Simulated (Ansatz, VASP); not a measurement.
## Two plane-wave programs on ScAl3N4

POSCAR

```
ScAl3N4
1.0
    4.8313218619     -2.7871272297     -0.0047338817
   -3.2260085570     -0.0174647845     -4.9426776899
    3.2583463650      5.6391541739     -0.0013494639
Sc Al N
2 6 8
Direct
    0.3484118216      0.0345305947      0.0011231198
    0.9406543705      0.5241641253      0.1335649676
    0.8198955488     -0.0110659115      0.2549181667
    0.3347106617      0.0012996415      0.5071935976
    0.8401448347      0.0030729558      0.7419844841
    0.4070343381      0.4913937204      0.3868624592
    0.9173751295      0.4979759578      0.6240865859
    0.4190801933      0.5131138159      0.8648833071
    0.5991317648      0.5931377705      0.1518663672
    0.1562537158      0.6199150728      0.4288773116
    0.6497925354      0.6158266775      0.6493928159
    0.1480744355      0.6175554408      0.8833582598
    0.7522705715      0.1026319849      0.0256560354
    0.2015666279      0.0963927046      0.2956723541
    0.7167420089      0.1118775284      0.5274590335
    0.2208614423      0.1321779207      0.7591011342
```

Contents of INCAR.step1:

```
ALGO = Normal
EDIFF = 1E-4
ENCUT = 520
GGA = PE
ISMEAR = 0
LASPH = T
LCHARG = F
LREAL = Auto
LWAVE = T
NBANDS = 54
NELM = 100
PREC = Accurate
SIGMA = 0.01
```

INCAR.step2

```
ALGO = Normal
EDIFF = 1E-7
ENCUT = 520
ISIF = 2
ISMEAR = 0
ISTART = 1
LASPH = T
LCHARG = F
LMIXTAU = T
LREAL = Auto
LWAVE = F
METAGGA = R2SCAN
NBANDS = 54
NELM = 100
PREC = Accurate
SIGMA = 0.01
```

KPOINTS

```
k-points
0
Gamma
  6 6 4
```

Input for Ansatz:

```yaml
crystal:
  lattice:
    - [4.8313218619, -2.7871272297, -0.0047338817]
    - [-3.226008557, -0.0174647845, -4.9426776899]
    - [3.258346365, 5.6391541739, -0.0013494639]
  atoms:
    - { symbol: Sc, position: [0.3484118216, 0.0345305947, 0.0011231198] }
    - { symbol: Al, position: [0.8198955488, -0.0110659115, 0.2549181667] }
    - { symbol: Al, position: [0.3347106617, 0.0012996415, 0.5071935976] }
    - { symbol: Al, position: [0.8401448347, 0.0030729558, 0.7419844841] }
    - { symbol: Sc, position: [0.9406543705, 0.5241641253, 0.1335649676] }
    - { symbol: Al, position: [0.4070343381, 0.4913937204, 0.3868624592] }
    - { symbol: Al, position: [0.9173751295, 0.4979759578, 0.6240865859] }
    - { symbol: Al, position: [0.4190801933, 0.5131138159, 0.8648833071] }
    - { symbol: "N", position: [0.5991317648, 0.5931377705, 0.1518663672] }
    - { symbol: "N", position: [0.1562537158, 0.6199150728, 0.4288773116] }
    - { symbol: "N", position: [0.6497925354, 0.6158266775, 0.6493928159] }
    - { symbol: "N", position: [0.1480744355, 0.6175554408, 0.8833582598] }
    - { symbol: "N", position: [0.7522705715, 0.1026319849, 0.0256560354] }
    - { symbol: "N", position: [0.2015666279, 0.0963927046, 0.2956723541] }
    - { symbol: "N", position: [0.7167420089, 0.1118775284, 0.5274590335] }
    - { symbol: "N", position: [0.2208614423, 0.1321779207, 0.7591011342] }
basis:
  ecutwfc: 500
  xc_grid: 2
kpoints:
  mp_grid: { grid: [6, 6, 4] }
hamiltonian:
  xc: r2scan
  pseudopotentials: { kind: paw, azcp: { folder: soft_1 } }
scf:
  occupations: { method: fixed }
output:
  forces: true
  stress: true
  eigenvalues: true
  polarization: {}
```

Change from the starting cell: polar distortion scaled by 1.00.

Alike in both runs: task single point; functional r2SCAN; k mesh 6 × 6 × 4; no spin polarisation.

```csv
,VASP,Ansatz
version,VASP 6.6.1,Ansatz 0.2.0
potentials or method,"VASP PAW PBE potentials, release 64 (Sc_sv, Al, N), cutoff 520 eV","scalar-relativistic, plane waves, PAW"
occupations,"gaussian, width 0.01 eV",fixed
valence electrons in the cell,80,80
```

|  | VASP | Ansatz | Ansatz less VASP |
| --- | --- | --- | --- |
| gap on the k mesh at the Fermi level (eV) | 3.93 | 3.92 | -0.011 |
| least direct gap on the mesh (eV) | 4.25 | 4.23 | -0.025 |
| pressure (GPa) | 0.1 | 0.0 | -0.12 |
| rms of the force components (eV/Å) | 0.035 | 0.001 | -0.0341 |

VASP's potentials were made for PBE, not for r2SCAN.
